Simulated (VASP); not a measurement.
TeAs: relaxation of cell and atoms with LDA

Crystal: TeAs.

```
CELL_PARAMETERS angstrom
3.38000 0.00000 0.00000
0.00000 3.38000 0.00000
0.00000 0.00000 4.56300
ATOMIC_POSITIONS crystal
Te 0.00000 0.00000 0.00000
As 0.50000 0.50000 0.50000
```

* Program: VASP 6.6.1
* Task: relaxation of cell and atoms
* Functional: LDA
* Potentials or basis: VASP PAW LDA potentials, release 64 (Te, As)
* Cutoff: 600 eV
* k mesh: 7 × 7 × 5
* Occupations: fermi-dirac, width 0.02 eV
* Spin: no spin polarisation
* Dipole correction: no
* Further INCAR settings: ALGO = Normal; EDIFF = 1e-06; IBRION = 2; EDIFFG = -0.03; NSW = 60; ISIF = 3

The relaxed volume is 22.12 Å³/atom and the relaxed cell is a = 3.562 Å, b = 3.562 Å, c = 3.486 Å, α = 90.00°, β = 90.00°, γ = 90.00°. The space group after relaxing (to 0.05 Å) is P4/mmm (No. 123). The energy gained by relaxing is 268.8 meV/atom, the ionic steps are 16 and the pressure after relaxing is 0.0 GPa.

Step by step:
| step | energy change (eV) | largest force (eV/Å) | pressure (GPa) | volume (Å³) |
| --- | --- | --- | --- | --- |
| 1 | 0.0000 | 0.0000 | -8.69 | 52.13 |
| 2 | -0.2206 | 0.0000 | 4.37 | 42.16 |
| 3 | -0.2471 | 0.0000 | 0.39 | 44.31 |
| 4 | -0.2472 | 0.0000 | 0.15 | 44.46 |
| 5 | -0.2557 | 0.0000 | 0.05 | 44.49 |
| 6 | -0.2842 | 0.0000 | -0.47 | 44.53 |
| 7 | -0.3869 | 0.0000 | -0.64 | 44.47 |
| 8 | -0.5345 | 0.0000 | 0.95 | 43.70 |
| 9 | -0.5331 | 0.0000 | 0.04 | 43.96 |
| 10 | -0.5351 | 0.0000 | 0.49 | 43.84 |
| 11 | -0.5365 | 0.0000 | 0.74 | 43.78 |
| 12 | -0.5135 | 0.0000 | -3.22 | 46.34 |
| 13 | -0.5375 | 0.0000 | 0.02 | 44.23 |
| 14 | -0.5375 | 0.0000 | 0.06 | 44.21 |
| 15 | -0.5371 | 0.0000 | -0.16 | 44.30 |
| 16 | -0.5375 | 0.0000 | 0.00 | 44.23 |

Final structure:
```yaml
crystal:
  lattice:
    - [3.56213, 0.00000, 0.00000]
    - [0.00000, 3.56213, 0.00000]
    - [0.00000, 0.00000, 3.48597]
  atoms:
    - { symbol: Te, position: [0.00000, 0.00000, 0.00000] }
    - { symbol: As, position: [0.50000, 0.50000, 0.50000] }
```

Levels at points of the mesh, in eV from the Fermi level:
```csv
k point,band 3,band 4,band 5,band 6,band 7,band 8
"(0.00, 0.00, 0.00)",-2.94,-2.94,-2.55,2.97,3.16,4.64
```

Run time: 2.5 min on 1 thread of Intel Xeon 8259CL, on a shared host, peak memory 0.17 GiB.

Caveat: the volume moved by over 15 % at a fixed basis, so the end points are rough; spin-orbit coupling is left out, which moves the levels of the heavy elements.
